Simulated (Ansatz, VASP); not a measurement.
Two plane-wave programs on Sn2GeO3

File INCAR:

```
SYSTEM = Sn2GeO3
  PREC = Accurate
  ENCUT = 520
  EDIFF = 1E-6
  ISMEAR = 0
  SIGMA = 0.1
  LREAL = .FALSE.
  LASPH = .TRUE.
  NELM = 60
  ALGO = Normal
  ISIF = 2
  LWAVE = .FALSE.
  LCHARG = .FALSE.
  GGA = PE
  NBANDS = 72
```

Contents of KPOINTS:

```
regular mesh
0
G
  4 4 1
  0 0 0
```

The input POSCAR:

```
Sn2GeO3
1.0
   -3.4978620000      0.0000000000      0.0000000000
    0.0000000000      0.0000000000     -4.1885671000
    0.0000000000    -14.8982452000      0.0000000000
Sn Ge O
4 2 6
Direct
    0.0000000000      0.9929780000      0.0969490000
    0.0000000000      0.9920080000      0.7471690000
    0.5000000000      0.4929780000      0.9030510000
    0.5000000000      0.4920080000      0.2528310000
    0.0000000000      0.0726250000      0.4323470000
    0.5000000000      0.5726250000      0.5676530000
    0.0000000000      0.4929570000      0.1634470000
    0.0000000000      0.4933330000      0.8137810000
    0.0000000000      0.4561460000      0.5007790000
    0.5000000000      0.9933330000      0.1862190000
    0.5000000000      0.9929570000      0.8365530000
    0.5000000000      0.9561460000      0.4992210000
```

Input for Ansatz:

```yaml
crystal:
  lattice:
    - [-3.497862, 0.0, 0.0]
    - [0.0, 0.0, -4.1885671]
    - [0.0, -14.8982452, 0.0]
  atoms:
    - { symbol: Sn, position: [0.0, 0.992978, 0.096949] }
    - { symbol: Sn, position: [0.0, 0.992008, 0.747169] }
    - { symbol: Sn, position: [0.5, 0.492978, 0.903051] }
    - { symbol: Sn, position: [0.5, 0.492008, 0.252831] }
    - { symbol: Ge, position: [0.0, 0.072625, 0.432347] }
    - { symbol: Ge, position: [0.5, 0.572625, 0.567653] }
    - { symbol: O, position: [0.0, 0.492957, 0.163447] }
    - { symbol: O, position: [0.0, 0.493333, 0.813781] }
    - { symbol: O, position: [0.0, 0.456146, 0.500779] }
    - { symbol: O, position: [0.5, 0.993333, 0.186219] }
    - { symbol: O, position: [0.5, 0.992957, 0.836553] }
    - { symbol: O, position: [0.5, 0.956146, 0.499221] }
basis:
  ecutwfc: 420
kpoints:
  mp_grid: { grid: [4, 4, 1] }
hamiltonian:
  xc: pbe
scf:
  occupations: { method: gaussian, width: 0.1 }
  lower_state_search: "off"
output:
  forces: true
  stress: true
  eigenvalues: true
```

Alike in both runs: task single point; functional PBE; k mesh 4 × 4 × 1; occupations gaussian, width 0.1 eV; no spin polarisation.

```csv
,VASP,Ansatz
version,VASP 6.6.1,Ansatz 0.2.0
potentials or method,"VASP PAW PBE potentials, release 64 (Sn_d, Ge_d, O), cutoff 520 eV","scalar-relativistic, plane waves, PAW"
valence electrons in the cell,120,120
```

Ansatz gave:

- gap on the k mesh at the Fermi level (eV): 0.96
- least direct gap on the mesh (eV): 1.77
- pressure (GPa): 0.0
- traceless stress, the component that is largest in VASP (GPa): 0.05
- rms of the force components (eV/Å): 0.004

Task: Which values does VASP return?

Result: gap on the k mesh at the Fermi level (eV): 0.95; least direct gap on the mesh (eV): 1.75; pressure (GPa): 0.2; traceless stress, the component that is largest in VASP (GPa): 0.07; rms of the force components (eV/Å): 0.029.

Atom by atom the forces differ by 0.032 eV/Å (rms over components). The functional is the same, so the differences come from potentials, cutoffs and numerics.

The k mesh is coarse, so the values compare programs but aren't converged.
